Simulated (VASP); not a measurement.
# Si3Pb (P6_3/mmc) in VASP: relaxation of cell and atoms with PBE

Aim: the relaxation of cell and atoms of Si3Pb with PBE.

Program: VASP 6.6.1. These are calculated values, not measurements. Logs are shortened: lines on timing, memory, paths and dates and some standing lists are left out, and cuts for length are marked.

**1. The cell of the first run**

It takes space group P6_3/mmc (No. 194, hexagonal). Conventional cell: a = 7.319 Å, b = 7.319 Å, c = 3.630 Å, α = 90.00°, β = 90.00°, γ = 120.00°. Within 3.3 Å of Si (site symmetry mm2) lie 6 Si at 2.51 to 2.99 Å and 2 Pb at 3.09 Å. Within 4.1 Å of Pb (site symmetry -6m2) lie 12 Si at 3.09 to 3.68 Å and 2 Pb at 3.63 Å.

**2. Relaxation of cell and atoms, PBE**

Input file INCAR:

```
PREC = Accurate
ENCUT = 600
EDIFF = 1E-7
ISMEAR = 0
SIGMA = 0.1
LREAL = False
LASPH = True
NELM = 100
ALGO = Normal
ISIF = 3
LWAVE = False
LCHARG = False
GGA = PE
IBRION = 2
NSW = 100
EDIFFG = -0.01
```

Input file KPOINTS:

```
Automatic mesh
0
Gamma
  6 6 10
```

Input file POSCAR:

```
Si3Pb
1.0
    7.3186842976      0.0000000000      0.0000000000
   -3.6593421488      6.3381665240      0.0000000000
    0.0000000000      0.0000000000      3.6302853578
Si Pb
6 2
Direct
    0.8637466701      0.7274933402      0.2500000000
    0.1362533299      0.8637466701      0.7500000000
    0.2725066598      0.1362533299      0.2500000000
    0.1362533299      0.2725066598      0.7500000000
    0.8637466701      0.1362533299      0.2500000000
    0.7274933402      0.8637466701      0.7500000000
    0.3333333333      0.6666666667      0.2500000000
    0.6666666667      0.3333333333      0.7500000000
```

Potentials or basis: VASP PAW PBE potentials, release 64 (Si, Pb_d).

On the command line:

```console
> cat potpaw_PBE.64/Si/POTCAR potpaw_PBE.64/Pb_d/POTCAR > POTCAR
> mpirun -np 1 vasp_std > vasp.out
```

OUTCAR:

```text
PREC = Accurate
   ENCUT = 600
   EDIFF = 1E-7
   ISMEAR = 0
   LREAL = False
   LASPH = True
   NELM = 100
   ISIF = 3
   GGA = PE
   IBRION = 2
   NSW = 100
   EDIFFG = -0.01

 ion  position               nearest neighbor table
   1  0.864  0.727  0.250-   2 2.51   6 2.51   2 2.51   6 2.51   5 2.99   3 2.99   8 3.09   8 3.09

   2  0.136  0.864  0.750-   1 2.51   1 2.51   3 2.51   3 2.51   6 2.99   4 2.99   7 3.09   7 3.09

   3  0.273  0.136  0.250-   4 2.51   4 2.51   2 2.51   2 2.51   5 2.99   1 2.99   8 3.09   8 3.09

   4  0.136  0.273  0.750-   3 2.51   5 2.51   3 2.51   5 2.51   2 2.99   6 2.99   7 3.09   7 3.09

   5  0.864  0.136  0.250-   4 2.51   4 2.51   6 2.51   6 2.51   3 2.99   1 2.99   8 3.09   8 3.09

   6  0.727  0.864  0.750-   1 2.51   1 2.51   5 2.51   5 2.51   2 2.99   4 2.99   7 3.09   7 3.09

   7  0.333  0.667  0.250-   2 3.09   2 3.09   6 3.09   6 3.09   4 3.09   4 3.09
   8  0.667  0.333  0.750-   5 3.09   5 3.09   3 3.09   3 3.09   1 3.09   1 3.09

  LATTYP: Found a hexagonal cell.
 ALAT       =     7.3186842976
 C/A-ratio  =     0.4960297794

  Lattice vectors:

 A1 = (   7.3186842976,   0.0000000000,   0.0000000000)
 A2 = (  -3.6593421488,   6.3381665240,   0.0000000000)
 A3 = (   0.0000000000,   0.0000000000,   3.6302853578)

Analysis of symmetry for initial positions (statically):
=====================================================================
 Subroutine PRICEL returns:
 Original cell was already a primitive cell.

 Routine SETGRP: Setting up the symmetry group for a
 hexagonal supercell.

 Subroutine GETGRP returns: Found 24 space group operations
 (whereof 12 operations were pure point group operations)
 out of a pool of 24 trial point group operations.

The static configuration has the point symmetry D_3d.
 The point group associated with its full space group is D_6h.

Analysis of symmetry for dynamics (positions and initial velocities):
=====================================================================
 Subroutine PRICEL returns:
 Original cell was already a primitive cell.

 Routine SETGRP: Setting up the symmetry group for a
 hexagonal supercell.

 Subroutine GETGRP returns: Found 24 space group operations
 (whereof 12 operations were pure point group operations)
 out of a pool of 24 trial point group operations.

The dynamic configuration has the point symmetry D_3d.
 The point group associated with its full space group is D_6h.

 Subroutine INISYM returns: Found 24 space group operations
 (whereof 12 operations are pure point group operations),
 and found     1 'primitive' translations

----------------------------------------------------------------------------------------

                                     Primitive cell

  volume of cell :     168.3982

  direct lattice vectors                    reciprocal lattice vectors
     7.318684298  0.000000000  0.000000000     0.136636581  0.078887167  0.000000000
    -3.659342149  6.338166524  0.000000000     0.000000000  0.157774334  0.000000000
     0.000000000  0.000000000  3.630285358     0.000000000  0.000000000  0.275460439

  length of vectors
     7.318684298  7.318684298  3.630285358     0.157774334  0.157774334  0.275460439

  position of ions in fractional coordinates (direct lattice)
     0.863746670  0.727493340  0.250000000
     0.136253330  0.863746670  0.750000000
     0.272506660  0.136253330  0.250000000
     0.136253330  0.272506660  0.750000000
     0.863746670  0.136253330  0.250000000
     0.727493340  0.863746670  0.750000000
     0.333333333  0.666666667  0.250000000
     0.666666667  0.333333333  0.750000000

  ion indices of the primitive-cell ions
   primitive index   ion index
                 1           1
                 2           2
                 3           3
                 4           4
                 5           5
                 6           6
                 7           7
                 8           8

----------------------------------------------------------------------------------------

 KPOINTS: Automatic mesh

Automatic generation of k-mesh.
 Grid dimensions read from file:
 generate k-points for:    6    6   10

 Generating k-lattice:

  Cartesian coordinates                     Fractional coordinates (reciprocal lattice)
     0.022772764  0.013147861  0.000000000     0.166666667  0.000000000  0.000000000
     0.000000000  0.026295722  0.000000000     0.000000000  0.166666667  0.000000000
     0.000000000  0.000000000  0.027546044     0.000000000  0.000000000  0.100000000

  Length of vectors
     0.026295722  0.026295722  0.027546044

  Shift w.r.t. Gamma in fractional coordinates (k-lattice)
     0.000000000  0.000000000  0.000000000

 Subroutine IBZKPT returns following result:
 ===========================================

 Found     42 irreducible k-points:

 Following reciprocal coordinates:
            Coordinates               Weight
  0.000000  0.000000  0.000000      1.000000
  0.166667  0.000000  0.000000      6.000000
  0.333333  0.000000  0.000000      6.000000
  0.500000  0.000000  0.000000      3.000000
  0.166667  0.166667  0.000000      6.000000
  0.333333  0.166667  0.000000     12.000000
[... 16 lines left out ...]
  0.166667  0.000000  0.300000     12.000000
  0.333333  0.000000  0.300000     12.000000
 [... further k-points ...]
   k-points           NKPTS =     42   k-points in BZ     NKDIM =     42   number of bands    NBANDS=     31
   number of dos      NEDOS =    301   number of ions     NIONS =      8
   total plane-waves  NPLWV = 108000
   dimension x,y,z NGX =    60 NGY =   60 NGZ =   30
   dimension x,y,z NGXF=   120 NGYF=  120 NGZF=   60
   ions per type =               6   2
   NGX,Y,Z   is equivalent  to a cutoff of  13.63, 13.63, 13.74 a.u.
   NGXF,Y,Z  is equivalent  to a cutoff of  27.26, 27.26, 27.48 a.u.
 SYSTEM =  unknown system
   PREC   = accura    normal or accurate (medium, high low for compatibility)
   ISTART =      0    job   : 0-new  1-cont  2-samecut
   ICHARG =      2    charge: 1-file 2-atom 10-const
   ISPIN  =      1    spin polarized calculation?
   LNONCOLLINEAR =      F non collinear calculations
   LSORBIT =      F    spin-orbit coupling
   LASPH  =      T    aspherical Exc in radial PAW
   ENCUT  =  600.0 eV  44.10 Ry    6.64 a.u.  14.62 14.62  7.25*2*pi/ulx,y,z
   NELM   =    100;   NELMIN=  2; NELMDL= -5     # of ELM steps
   EDIFF  = 0.1E-06   stopping-criterion for ELM
   LREAL  =      F    real-space projection
   EDIFFG = -.1E-01   stopping-criterion for IOM
   NSW    =    100    number of steps for IOM
   IBRION =      2    ionic relax: 0-MD 1-quasi-New 2-CG
   NFREE  =      1    steps in history (QN), initial steepest desc. (CG)
   ISIF   =      3    stress and relaxation
   ISYM   =      2    0-nonsym 1-usesym 2-fastsym
   POTIM  = 0.5000    time-step for ionic-motion
   TEBEG  =    0.0;   TEEND  =   0.0 temperature during run
   PSTRESS=    0.0 pullay stress
   NELECT =      52.0000    total number of electrons
   NUPDOWN=      -1.0000    fix difference up-down
   EMIN   =  10.00;   EMAX   =-10.00  energy-range for DOS
   EFERMI =   0.00;   METHOD = LEGACY
   ISMEAR =     0;   SIGMA  =   0.10  broadening in eV -4-tet -1-fermi 0-gaus
   EFERMI_NEDOS =   21; number of points for ismear=-14 and -15
   IALGO  =     38    algorithm
   IMIX   =      4    mixing-type and parameters
     AMIX     =   0.40;   BMIX     =  1.00
     AMIX_MAG =   1.60;   BMIX_MAG =  1.00
  volume/ion in A,a.u.               =      21.05       142.05
  Fermi-wavevector in a.u.,A,eV,Ry     =   1.106531  2.091040 16.659112  1.224410
  Thomas-Fermi vector in A             =   2.243033
   LORBIT       =      0    0 simple, 1 ext, 2 COOP (PROOUT), +10 PAW based schemes
   GGA     = PE    functional components
   LHFCALC =     F    Hartree Fock is set to
   AEXX    =    0.0000 exact exchange contribution
   IVDW    =     0    specifies the selected vdW correction
   LEPSILON=     F    determine dielectric tensor
   LRPA    =     F    only Hartree local field effects (RPA)
 conjugate gradient relaxation of ions
 non-spin polarized calculation
 Gauss-broadening in eV      SIGMA  =   0.10
  energy-cutoff  :      600.00
  volume of cell :      168.40
 maximum number of plane-waves:      5685
 NGX is ok and might be reduce to    60
   NGX = 29   NGY = 29   NGZ = 15

--------------------------------------- Ionic step        1  -------------------------------------------

 number of electron      51.9999995 magnetization

 Free energy of the ion-electron system (eV)
  ---------------------------------------------------
  ext. energy  EPLUGINS =         0.00000000
  ---------------------------------------------------
  free energy    TOTEN  =       -36.18887133 eV

  energy without entropy =      -36.17278441  energy(sigma->0) =      -36.18082787

------------------------ aborting loop because EDIFF is reached ----------------------------------------

  FORCE on cell =-STRESS in cart. coord.  units (eV):
  Direction    XX          YY          ZZ          XY          YZ          ZX
  --------------------------------------------------------------------------------------
  -------------------------------------------------------------------------------------
  Total        0.4911374      0.4911374     -1.6688899      0.0000000      0.0000000      0.0000000
  in kB        4.6727887      4.6727887    -15.8781850      0.0000000      0.0000000      0.0000000
  external PRESSURE =      -2.1775359 kB  Pullay stress =       0.0000000 kB
[... 153 lines left out ...]
  energy  without entropy=      -36.1857938038  energy(sigma->0) =      -36.19358291

--------------------------------------- Ionic step        5  -------------------------------------------

 number of electron      51.9999999 magnetization

 Free energy of the ion-electron system (eV)
  ---------------------------------------------------
  ext. energy  EPLUGINS =         0.00000000
  ---------------------------------------------------
  free energy    TOTEN  =       -36.20138538 eV

  energy without entropy =      -36.18586410  energy(sigma->0) =      -36.19362474

 E-fermi :   7.2095     XC(G=0): -10.1202

 val. band max:        7.1769283843   @ k =   0.5000   0.0000   0.5000
 cond. band min:       7.2337318082   @ k =   0.5000   0.0000   0.0000
 fundamental gap:      0.0568034238
 Fermi energy:         7.2095489427

 k-point     1 :       0.0000    0.0000    0.0000
  band No.  band energies     occupation
      1      -9.8422      2.00000
      2      -9.8399      2.00000
      3      -9.7618      2.00000
      4      -9.7618      2.00000
      5      -9.7575      2.00000
      6      -9.7575      2.00000
[... 805 lines left out ...]
     30       8.9760      0.00000
     31       9.4731      0.00000

 [... further k-points ...]

------------------------ aborting loop because EDIFF is reached ----------------------------------------

  FORCE on cell =-STRESS in cart. coord.  units (eV):
  Direction    XX          YY          ZZ          XY          YZ          ZX
  --------------------------------------------------------------------------------------
  -------------------------------------------------------------------------------------
  Total        0.0092235      0.0092235     -0.0164602      0.0000000      0.0000000      0.0000000
  in kB        0.0877225      0.0877225     -0.1565498      0.0000000      0.0000000      0.0000000
  external PRESSURE =       0.0062984 kB  Pullay stress =       0.0000000 kB
[... 23 lines left out ...]
  FREE ENERGIE OF THE ION-ELECTRON SYSTEM (eV)
  ---------------------------------------------------
  free  energy   TOTEN  =       -36.2013853784 eV

  energy  without entropy=      -36.1858640986  energy(sigma->0) =      -36.19362474

 reached required accuracy - stopping structural energy minimisation
```

It took 15 min on 1 thread of Intel Xeon 8259CL, shared host; peak memory 0.49 GiB.

What came out:

| Quantity | Value |
| --- | --- |
| Free energy | -36.2014 eV |
| Relaxed volume | 21.06 Å³/atom |
| Relaxed cell | a = 7.360 Å, b = 7.360 Å, c = 3.591 Å, α = 90.00°, β = 90.00°, γ = 120.00° |
| Space group after relaxing (to 0.1 Å) | P6_3/mmc (No. 194) |
| Energy gained by relaxing | 1.6 meV/atom |
| Ionic steps | 5 |
| Pressure after relaxing | 0.0 GPa |
| Largest force after relaxing | 0.008 eV/Å |
| Band gap on the k mesh | zero (bands 26 and 27 overlap by 1.74 eV) |

Forces on the atoms (eV/Å):
```
Si   0.000  0.008  0.000
Si  -0.007  0.004  0.000
Si  -0.007 -0.004  0.000
Si   0.000 -0.008  0.000
Si   0.007 -0.004  0.000
Si   0.007  0.004  0.000
Pb   0.000  0.000  0.000
Pb   0.000  0.000  0.000
```

Step by step:
```tsv
step	energy change (eV)	largest force (eV/Å)	pressure (GPa)	volume (Å³)
1	0.0000	0.0405	-0.22	168.40
2	-0.0114	0.0217	0.26	167.69
3	-0.0115	0.0202	0.31	167.61
4	-0.0125	0.0105	-0.03	168.55
5	-0.0125	0.0077	0.00	168.46
```

Final structure:
```
Si Pb
1.0
     7.36001    0.00000    0.00000
    -3.68001    6.37396    0.00000
     0.00000    0.00000    3.59092
Si Pb
6 2
Direct
  0.86349 0.72698 0.25000
  0.13651 0.86349 0.75000
  0.27302 0.13651 0.25000
  0.13651 0.27302 0.75000
  0.86349 0.13651 0.25000
  0.72698 0.86349 0.75000
  0.33333 0.66667 0.25000
  0.66667 0.33333 0.75000
```

Caveat: spin-orbit coupling is left out, which moves the levels of the heavy elements.

The gap in the log of VASP goes by the Fermi energy; the results here count the filled bands.